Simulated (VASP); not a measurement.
# SnO2 (P4_2/mnm) in VASP: notebook, part 2 of 2

VASP 6.6.1. Earlier steps stand in the parts before.

**3. Single point, PBE**

INCAR

```
PREC = Accurate
ENCUT = 520
EDIFF = 1E-6
ISMEAR = 0
SIGMA = 0.02
LREAL = F
LASPH = T
NELM = 100
ALGO = Normal
ISIF = 2
LWAVE = F
LCHARG = F
GGA = PE
NBANDS = 35
```

KPOINTS

```
Automatic mesh
0
Gamma
  6 6 8
```

POSCAR

```
SnO2
1.0
    4.8271903401      0.0000000000      0.0000000000
    0.0000000000      4.8271903401      0.0000000000
    0.0000000000      0.0000000000      3.2381522540
Sn O
2 4
Direct
    0.5000000000      0.5000000000      0.5000000000
    0.0000000000      0.0000000000      0.0000000000
    0.1934234765      0.8065765235      0.5000000000
    0.8065765235      0.1934234765      0.5000000000
    0.3065765235      0.3065765235      0.0000000000
    0.6934234765      0.6934234765      0.0000000000
```

Potentials or basis: VASP PAW PBE potentials, release 64 (Sn_d, O).

The run is started by

```
$ cat potpaw_PBE.64/Sn_d/POTCAR potpaw_PBE.64/O/POTCAR > POTCAR
$ mpirun -np 1 vasp_std > vasp.out
```

OUTCAR:

```text
PREC = Accurate
   ENCUT = 520
   EDIFF = 1E-6
   ISMEAR = 0
   LREAL = F
   LASPH = T
   NELM = 100
   ISIF = 2
   GGA = PE

 ion  position               nearest neighbor table
   1  0.500  0.500  0.500-   5 2.09   6 2.09   5 2.09   6 2.09   3 2.09   4 2.09
   2  0.000  0.000  0.000-   3 2.09   4 2.09   3 2.09   4 2.09   5 2.09   6 2.09
   3  0.193  0.807  0.500-   2 2.09   2 2.09   1 2.09
   4  0.807  0.193  0.500-   2 2.09   2 2.09   1 2.09
   5  0.307  0.307  0.000-   1 2.09   1 2.09   2 2.09
   6  0.693  0.693  0.000-   1 2.09   1 2.09   2 2.09

  LATTYP: Found a simple tetragonal cell.
 ALAT       =     4.8271903401
 C/A-ratio  =     0.6708151173

  Lattice vectors:

 A1 = (   4.8271903401,   0.0000000000,   0.0000000000)
 A2 = (   0.0000000000,   4.8271903401,   0.0000000000)
 A3 = (   0.0000000000,   0.0000000000,   3.2381522540)

Analysis of symmetry for initial positions (statically):
=====================================================================
 Subroutine PRICEL returns:
 Original cell was already a primitive cell.

 Routine SETGRP: Setting up the symmetry group for a
 simple tetragonal supercell.

 Subroutine GETGRP returns: Found 16 space group operations
 (whereof  8 operations were pure point group operations)
 out of a pool of 16 trial point group operations.

The static configuration has the point symmetry D_2h.
 The point group associated with its full space group is D_4h.

Analysis of symmetry for dynamics (positions and initial velocities):
=====================================================================
 Subroutine PRICEL returns:
 Original cell was already a primitive cell.

 Routine SETGRP: Setting up the symmetry group for a
 simple tetragonal supercell.

 Subroutine GETGRP returns: Found 16 space group operations
 (whereof  8 operations were pure point group operations)
 out of a pool of 16 trial point group operations.

The dynamic configuration has the point symmetry D_2h.
 The point group associated with its full space group is D_4h.
[... 130 lines left out ...]
  Thomas-Fermi vector in A             =   2.564154
   LORBIT       =      0    0 simple, 1 ext, 2 COOP (PROOUT), +10 PAW based schemes
   GGA     = PE    functional components
   LHFCALC =     F    Hartree Fock is set to
   AEXX    =    0.0000 exact exchange contribution
   IVDW    =     0    specifies the selected vdW correction
   LEPSILON=     F    determine dielectric tensor
   LRPA    =     F    only Hartree local field effects (RPA)
 non-spin polarized calculation
 Gauss-broadening in eV      SIGMA  =   0.02
  energy-cutoff  :      520.00
  volume of cell :       75.45
 maximum number of plane-waves:      2068
 NGX is ok and might be reduce to    36

 number of electron      52.0000002 magnetization

 Free energy of the ion-electron system (eV)
  ---------------------------------------------------
  ext. energy  EPLUGINS =         0.00000000
  ---------------------------------------------------
  free energy    TOTEN  =       -37.31095963 eV

  energy without entropy =      -37.31095963  energy(sigma->0) =      -37.31095963

 E-fermi :   5.6707     XC(G=0): -10.9765

 val. band max:        5.5324158696   @ k =   0.0000   0.0000   0.0000
 cond. band min:       6.2021624418   @ k =   0.0000   0.0000   0.0000
 fundamental gap:      0.6697465722
 Fermi energy:         5.6707459869

 k-point     1 :       0.0000    0.0000    0.0000
  band No.  band energies     occupation
      1     -15.5032      2.00000
      2     -14.8386      2.00000
      3     -14.6454      2.00000
      4     -14.6182      2.00000
      5     -14.6182      2.00000
      6     -14.5525      2.00000
[... 901 lines left out ...]
     34      17.5194      0.00000
     35      17.8020      0.00000

 [... further k-points ...]

------------------------ aborting loop because EDIFF is reached ----------------------------------------

  FORCE on cell =-STRESS in cart. coord.  units (eV):
  Direction    XX          YY          ZZ          XY          YZ          ZX
  --------------------------------------------------------------------------------------
  -------------------------------------------------------------------------------------
  Total        0.2499456      0.2499456      0.3844606     -0.0000000      0.0000000      0.0000000
  in kB        5.3072558      5.3072558      8.1634983     -0.0000000      0.0000000      0.0000000
  external PRESSURE =       6.2593366 kB  Pullay stress =       0.0000000 kB

 VOLUME and BASIS-vectors are now :
 -----------------------------------------------------------------------------
  energy-cutoff  :      520.00
  volume of cell :       75.45
      direct lattice vectors                 reciprocal lattice vectors
     4.827190340  0.000000000  0.000000000     0.207159844  0.000000000  0.000000000
     0.000000000  4.827190340  0.000000000     0.000000000  0.207159844  0.000000000
     0.000000000  0.000000000  3.238152254     0.000000000  0.000000000  0.308818092

 POSITION                                       TOTAL-FORCE (eV/Angst)
 -----------------------------------------------------------------------------------
      2.41360      2.41360      1.61908         0.000000      0.000000      0.000000
      0.00000      0.00000      0.00000         0.000000      0.000000      0.000000
      0.93369      3.89350      1.61908         0.011732     -0.011732      0.000000
      3.89350      0.93369      1.61908        -0.011732      0.011732     -0.000000
      1.47990      1.47990      0.00000        -0.011732     -0.011732      0.000000
      3.34729      3.34729      0.00000         0.011732      0.011732     -0.000000
 -----------------------------------------------------------------------------------
    total drift:                                0.000000      0.000000      0.000000

  FREE ENERGIE OF THE ION-ELECTRON SYSTEM (eV)
  ---------------------------------------------------
  free  energy   TOTEN  =       -37.3109596324 eV

  energy  without entropy=      -37.3109596324  energy(sigma->0) =      -37.31095963
```

It took 51 s on 1 thread of Intel Xeon Platinum 8488C (Sapphire Rapids), shared host; peak memory 0.24 GiB.

What came out:

```yaml
Free_energy: -37.3110 eV
Pressure: 0.6 GPa
Largest_force: 0.017 eV/Å
Band_gap_on_the_k_mesh: 0.67 eV
```

Forces on the atoms (eV/Å):
```
Sn   0.000  0.000  0.000
Sn   0.000  0.000  0.000
O    0.012 -0.012  0.000
O   -0.012  0.012  0.000
O   -0.012 -0.012  0.000
O    0.012  0.012  0.000
```

Levels at points of the mesh, in eV from the valence-band top:
| k point | band 22 | band 23 | band 24 | band 25 | band 26 | band 27 | band 28 | band 29 | band 30 | band 31 |
| --- | --- | --- | --- | --- | --- | --- | --- | --- | --- | --- |
| (0.00, 0.00, 0.00) | -1.26 | -1.26 | -0.74 | -0.74 | 0.00 | 0.67 | 5.69 | 6.06 | 6.06 | 10.12 |
| (0.50, 0.00, 0.00) | -1.90 | -1.21 | -1.21 | -0.61 | -0.61 | 3.88 | 3.88 | 6.81 | 6.81 | 10.40 |
| (0.50, 0.50, 0.00) | -1.87 | -1.33 | -1.33 | -0.85 | -0.85 | 4.27 | 4.27 | 7.15 | 7.15 | 10.48 |
| (0.00, 0.00, 0.50) | -2.58 | -1.53 | -1.53 | -1.18 | -1.18 | 5.59 | 5.59 | 9.36 | 9.36 | 10.31 |
| (0.50, 0.00, 0.50) | -1.66 | -1.02 | -1.02 | -0.75 | -0.75 | 5.85 | 5.85 | 7.61 | 7.61 | 10.57 |
| (0.50, 0.50, 0.50) | -2.43 | -0.92 | -0.92 | -0.78 | -0.78 | 4.35 | 4.35 | 8.61 | 8.61 | 10.57 |

Caveat: semilocal functionals underestimate gaps, and a narrow one can read as zero; spin-orbit coupling is left out, which moves the levels of the heavy elements.

**4. Single point, PBE**

This run uses another cell than the first one: it holds 24 atoms, not 6.

INCAR

```
PREC = Accurate ; ENCUT = 520
EDIFF = 1E-6 ; ISMEAR = 0
SIGMA = 0.02 ; LREAL = Auto
LASPH = T ; NELM = 60
ALGO = Normal ; ISIF = 2
LWAVE = F ; LCHARG = T
GGA = PE ; LELF = T
LVHAR = T ; NBANDS = 122
```

KPOINTS

```
Automatic mesh
0
Gamma
  3 3 3
```

POSCAR

```
SnO2
1.0
   -4.8271903401      4.8271903401      0.0000000000
   -4.8271903401     -4.8271903401      0.0000000000
    4.8271903401      0.0000000000      6.4763045079
Sn O
8 16
Direct
    0.6250000000      0.1250000000      0.2500000000
    0.8750000000      0.3750000000      0.7500000000
    0.1250000000      0.6250000000      0.2500000000
    0.3750000000      0.8750000000      0.7500000000
    0.0000000000      1.0000000000      0.0000000000
    0.2500000000      0.2500000000      0.5000000000
    0.5000000000      0.5000000000      0.0000000000
    0.7500000000      0.7500000000      0.5000000000
    0.9315765235      0.1250000000      0.2500000000
    0.1815765235      0.3750000000      0.7500000000
    0.4315765235      0.6250000000      0.2500000000
    0.6815765235      0.8750000000      0.7500000000
    0.3184234765      0.1250000000      0.2500000000
    0.5684234765      0.3750000000      0.7500000000
    0.8184234765      0.6250000000      0.2500000000
    0.0684234765      0.8750000000      0.7500000000
    0.5000000000      0.1934234765      0.0000000000
    0.7500000000      0.4434234765      0.5000000000
    0.0000000000      0.6934234765      0.0000000000
    0.2500000000      0.9434234765      0.5000000000
    0.5000000000      0.8065765235      0.0000000000
    0.7500000000      0.0565765235      0.5000000000
    0.0000000000      0.3065765235      0.0000000000
    0.2500000000      0.5565765235      0.5000000000
```

The run is started by

```
$ cat potpaw_PBE.64/Sn_d/POTCAR potpaw_PBE.64/O/POTCAR > POTCAR
$ mpirun -np 1 vasp_std > vasp.out
```

It took 4.9 min on 1 thread of Intel Xeon Platinum 8488C (Sapphire Rapids), shared host; peak memory 0.48 GiB.

The run converged. Its results:

```
Free energy            : -149.2623 eV
Pressure               : 0.6 GPa
Largest force          : 0.017 eV/Å
Band gap on the k mesh : 0.67 eV
```

Forces on the atoms (eV/Å):
```
Sn   0.000  0.000  0.000
Sn   0.000  0.000  0.000
Sn   0.000  0.000  0.000
Sn   0.000  0.000  0.000
Sn   0.000  0.000  0.000
Sn   0.000  0.000  0.000
Sn   0.000  0.000  0.000
Sn   0.000  0.000  0.000
O    0.012 -0.012  0.000
O    0.012 -0.012  0.000
O    0.012 -0.012  0.000
O    0.012 -0.012  0.000
O   -0.012  0.012  0.000
O   -0.012  0.012  0.000
O   -0.012  0.012  0.000
O   -0.012  0.012  0.000
O   -0.012 -0.012  0.000
O   -0.012 -0.012  0.000
O   -0.012 -0.012  0.000
O   -0.012 -0.012  0.000
O    0.012  0.012  0.000
O    0.012  0.012  0.000
O    0.012  0.012  0.000
O    0.012  0.012  0.000
```

Stress tensor (GPa, compression positive):
```
0.51 0.00 0.00
0.00 0.51 0.00
0.00 0.00 0.74
```

Levels at points of the mesh, in eV from the valence-band top:
```
           k point  band 100  band 101  band 102  band 103  band 104  band 105  band 106  band 107  band 108  band 109
(0.00, 0.00, 0.00)     -0.82     -0.82     -0.74     -0.74      0.00      0.67      4.57      4.57      4.57      4.57
```

Caveat: semilocal functionals underestimate gaps, and a narrow one can read as zero; spin-orbit coupling is left out, which moves the levels of the heavy elements.
